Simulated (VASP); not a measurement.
# BN (Cmmm) in VASP: notebook, part 2 of 2

VASP 6.6.1. The steps go on from the part before.

### Step 5. Relaxation of cell and atoms, PBE

This run uses another cell than the first one, of 9.51 Å³/atom.

Contents of INCAR:

```
PREC = Accurate ; ENCUT = 600
EDIFF = 1E-6 ; ISMEAR = 0
SIGMA = 0.1 ; LREAL = F
LASPH = T ; NELM = 60
ALGO = Normal ; ISIF = 3
LWAVE = F ; LCHARG = F
GGA = PE ; IBRION = 2
NSW = 90 ; EDIFFG = -0.04
```

Contents of KPOINTS:

```
Automatic mesh
0
Gamma
  8 8 6
```

Contents of POSCAR:

```
BN
1.0
    1.6349666400     -1.7278774100      0.0000000000
    1.6349666400      1.7278774100      0.0000000000
    0.0000000000      0.0000000000      3.3648703100
B N
1 1
Direct
    0.0000000000      0.0000000000      0.0000000000
    0.5000000000      0.5000000000      0.5000000000
```

Potentials or basis: VASP PAW PBE potentials, release 64 (B, N).

Started as:

```console
$ cat potpaw_PBE.64/B/POTCAR potpaw_PBE.64/N/POTCAR > POTCAR
$ mpirun -np 1 vasp_std > vasp.out
```

OUTCAR:

```text
PREC = Accurate
   ENCUT = 600
   EDIFF = 1E-6
   ISMEAR = 0
   LREAL = F
   LASPH = T
   NELM = 60
   ISIF = 3
   GGA = PE
   IBRION = 2
   NSW = 90
   EDIFFG = -0.04

 ion  position               nearest neighbor table
   1  0.000  0.000  0.000-
   2  0.500  0.500  0.500-

  LATTYP: Found a base centered orthorhombic cell.
 ALAT       =     3.2699332800
 B/A-ratio  =     1.0568273185
 C/A-ratio  =     1.0290333233

  Lattice vectors:

 A1 = (   1.6349666400,  -1.7278774100,   0.0000000000)
 A2 = (   1.6349666400,   1.7278774100,   0.0000000000)
 A3 = (   0.0000000000,   0.0000000000,   3.3648703100)

Analysis of symmetry for initial positions (statically):
=====================================================================
 Subroutine PRICEL returns:
 Original cell was already a primitive cell.

 Routine SETGRP: Setting up the symmetry group for a
 base centered orthorhombic supercell.

 Subroutine GETGRP returns: Found  8 space group operations
 (whereof  8 operations were pure point group operations)
 out of a pool of  8 trial point group operations.

The static configuration has the point symmetry D_2h.

Analysis of symmetry for dynamics (positions and initial velocities):
=====================================================================
 Subroutine PRICEL returns:
 Original cell was already a primitive cell.

[... 265 lines left out ...]
 cond. band min:      10.8085890300   @ k =   0.5000   0.3750   0.0000
 fundamental gap:      0.0734322305
 Fermi energy:        10.7661029760

 k-point     1 :       0.0000    0.0000    0.0000
  band No.  band energies     occupation
      1     -13.4748      2.00000
      2       3.4334      2.00000
      3       5.7576      2.00000
      4      10.0138      2.00000
      5      15.3672      0.00000
      6      18.7739      0.00000
      7      22.0732      0.00000
      8      28.9414      0.00000
[... 243 lines left out ...]
 k-point    24 :       0.2500    0.0000    0.1667
  band No.  band energies     occupation
      1     -11.3661      2.00000
      2       0.0793      2.00000
      3       6.1822      2.00000
      4       7.8426      2.00000
      5      13.5645      0.00000
      6      19.1579      0.00000
      7      22.4883      0.00000
      8      27.8083      0.00000

 [... further k-points ...]

[... ionic steps 4 to 18 ...]

--------------------------------------- Ionic step       19  -------------------------------------------

 number of electron       7.9999999 magnetization

------------------------ aborting loop because EDIFF is reached ----------------------------------------
[... 67 lines left out ...]
--------------------------------------- Ionic step       21  -------------------------------------------

 number of electron       7.9999999 magnetization

 Free energy of the ion-electron system (eV)
  ---------------------------------------------------
  ext. energy  EPLUGINS =         0.00000000
  ---------------------------------------------------
  free energy    TOTEN  =       -13.33801357 eV

  energy without entropy =      -13.33747780  energy(sigma->0) =      -13.33774569

 E-fermi :   7.0558     XC(G=0): -12.0390

 val. band max:        6.8564243678   @ k =   0.2500   0.2500   0.5000
 cond. band min:       7.1082686717   @ k =   0.5000   0.2500   0.5000
 fundamental gap:      0.2518443038
 Fermi energy:         7.0557910139

 k-point     1 :       0.0000    0.0000    0.0000
  band No.  band energies     occupation
      1     -13.8491      2.00000
      2       2.9821      2.00000
      3       3.6646      2.00000
      4       4.0447      2.00000
      5      11.3403      0.00000
      6      16.6274      0.00000
      7      18.7841      0.00000
      8      21.4035      0.00000
[... 282 lines left out ...]
  FREE ENERGIE OF THE ION-ELECTRON SYSTEM (eV)
  ---------------------------------------------------
  free  energy   TOTEN  =       -13.3380135735 eV

  energy  without entropy=      -13.3374777980  energy(sigma->0) =      -13.33774569

 reached required accuracy - stopping structural energy minimisation
```

OSZICAR:

```text
N       E                     dE             d eps       ncg     rms          rms(c)
DAV:   1     0.137148528758E+02    0.13715E+02   -0.47024E+03  1344   0.104E+03
DAV:   2    -0.841436326378E+01   -0.22129E+02   -0.21677E+02  2168   0.145E+02
DAV:   3    -0.872531676756E+01   -0.31095E+00   -0.30649E+00  1360   0.207E+01
DAV:   4    -0.872599272104E+01   -0.67595E-03   -0.67593E-03  1416   0.908E-01
[... 181 lines left out ...]
DAV:   1    -0.133388117009E+02   -0.27687E-02   -0.45241E-02  1720   0.230E+00    0.209E-01
DAV:   2    -0.133381367245E+02    0.67498E-03   -0.26827E-03  1680   0.416E-01    0.850E-02
DAV:   3    -0.133380424462E+02    0.94278E-04   -0.11039E-04  1720   0.104E-01    0.371E-02
DAV:   4    -0.133380138462E+02    0.28600E-04   -0.45641E-05  1976   0.587E-02    0.625E-03
DAV:   5    -0.133380135735E+02    0.27270E-06   -0.14077E-06  1128   0.121E-02
  21 F= -.13338014E+02 E0= -.13337746E+02  d E =-.925572E-02
```

CONTCAR:

```text
BN
   1.00000000000000
     1.1364160941716830   -2.6736947894065368    0.0000000000000000
     1.1364160941716830    2.6736947894065368    0.0000000000000000
     0.0000000000000000    0.0000000000000000    2.2734488643651063
  B               N
     1     1
Direct
     0.0000000000000000    0.0000000000000000    0.0000000000000000
     0.5000000000000000    0.5000000000000000    0.5000000000000000

  0.00000000E+00  0.00000000E+00  0.00000000E+00
  0.00000000E+00  0.00000000E+00  0.00000000E+00
```

Wall time 4.2 min (1 thread of Intel Xeon 8259CL, shared host); peak memory 0.14 GiB.

What came out:

| Property | Result |
| --- | --- |
| Free energy | -13.3380 eV |
| Relaxed volume | 6.91 Å³/atom |
| Relaxed cell | a = 2.905 Å, b = 2.905 Å, c = 2.273 Å, α = 90.00°, β = 90.00°, γ = 133.95° |
| Space group after relaxing (to 0.1 Å) | Cmmm (No. 65) |
| Energy gained by relaxing | 2402.8 meV/atom |
| Ionic steps | 21 |
| Pressure after relaxing | 0.1 GPa |
| Band gap on the k mesh | zero (bands 4 and 5 overlap by 2.08 eV) |

Stress tensor (GPa, compression positive):
```
-0.13  0.00  0.00
 0.00 -0.36  0.00
 0.00  0.00  0.69
```

Step by step:
| step | energy change (eV) | largest force (eV/Å) | pressure (GPa) | volume (Å³) |
| --- | --- | --- | --- | --- |
| 1 | 0.0000 | 0.0000 | -32.33 | 19.01 |
| 2 | -0.7385 | 0.0000 | -4.90 | 14.20 |
| 3 | -0.7549 | 0.0000 | 2.46 | 13.67 |
| 4 | -1.2347 | 0.0000 | 5.31 | 12.78 |
| 5 | -0.9641 | 0.0000 | 120.84 | 9.64 |
| 6 | -1.8327 | 0.0000 | 19.82 | 11.63 |
| 7 | -1.8818 | 0.0000 | 42.13 | 10.92 |
| 8 | -1.9546 | 0.0000 | 44.71 | 10.86 |
| 9 | -2.0888 | 0.0000 | 56.88 | 10.66 |
| 10 | -1.8273 | 0.0000 | 97.88 | 10.13 |
| 11 | -2.0792 | 0.0000 | 65.71 | 10.53 |
| 12 | -2.3963 | 0.0000 | 62.05 | 10.64 |
| 13 | -3.1972 | 0.0000 | 71.92 | 10.88 |
| 14 | -2.7391 | 0.0000 | 157.68 | 10.94 |
| 15 | -3.4093 | 0.0000 | 92.34 | 10.96 |
| 16 | -4.0941 | 0.0000 | 62.19 | 11.68 |
| 17 | -4.7759 | 0.0000 | 0.40 | 13.91 |
| 18 | -4.7967 | 0.0000 | 7.27 | 13.57 |
| 19 | -4.7964 | 0.0000 | 6.13 | 13.62 |
| 20 | -4.8036 | 0.0000 | 2.89 | 13.73 |
| 21 | -4.8056 | 0.0000 | 0.07 | 13.82 |

Final structure:
```cif
data_structure
_symmetry_space_group_name_H-M 'P 1'
_symmetry_Int_Tables_number 1
_cell_length_a 2.9052
_cell_length_b 2.9052
_cell_length_c 2.2734
_cell_angle_alpha 90.000
_cell_angle_beta 90.000
_cell_angle_gamma 133.946
_cell_volume 13.82
loop_
_atom_site_label
_atom_site_type_symbol
_atom_site_fract_x
_atom_site_fract_y
_atom_site_fract_z
_atom_site_occupancy
B1 B 0.00000 0.00000 0.00000 1
N1 N 0.50000 0.50000 0.50000 1
```

Caveat: the volume moved by over 15 % at a fixed basis, so the end points are rough.

### Step 6. Summary

| task | cell | k mesh | cutoff (eV) | gap on the mesh (eV) | pressure (GPa) | relaxed volume (Å³/atom) |
| --- | --- | --- | --- | --- | --- | --- |
| relaxation of cell and atoms | relaxed from a = 3.749, b = 3.749, c = 2.281 Å, angles 90.0, 90.0, 144.7°, 2 atoms | 26 × 26 × 24 | 600 | none | 0.0 | 10.37 |
| single point | a = 2.379, b = 2.379, c = 3.365 Å, angles 90.0, 90.0, 93.2°, 2 atoms | 8 × 8 × 6 | 520 | none | -32.2 | - |
| single point | a = 3.749, b = 3.749, c = 2.281 Å, angles 90.0, 90.0, 144.7°, 2 atoms | 8 × 8 × 6 | 520 | none | 0.1 | - |
| relaxation of cell and atoms | relaxed from a = 2.379, b = 2.379, c = 3.365 Å, angles 90.0, 90.0, 93.2°, 2 atoms | 8 × 8 × 6 | 600 | none | 0.1 | 6.91 |

Alike in all rows: level PBE; potentials or basis VASP PAW PBE potentials, release 64 (B, N); no spin polarisation; smearing gaussian 0.1 eV.

Caveats: some runs use coarse meshes; semilocal functionals underestimate gaps, and a narrow one can read as zero (at least some runs); the stress differs along the axes, from -38 to -26 GPa (at least some runs); the volume moved by over 15 % at a fixed basis, so the end points are rough (at least some runs).

Total energies depend on the potentials used, so only differences within one code and one set of settings carry meaning.

The gap in the log of VASP goes by the Fermi energy; the results here count the filled bands.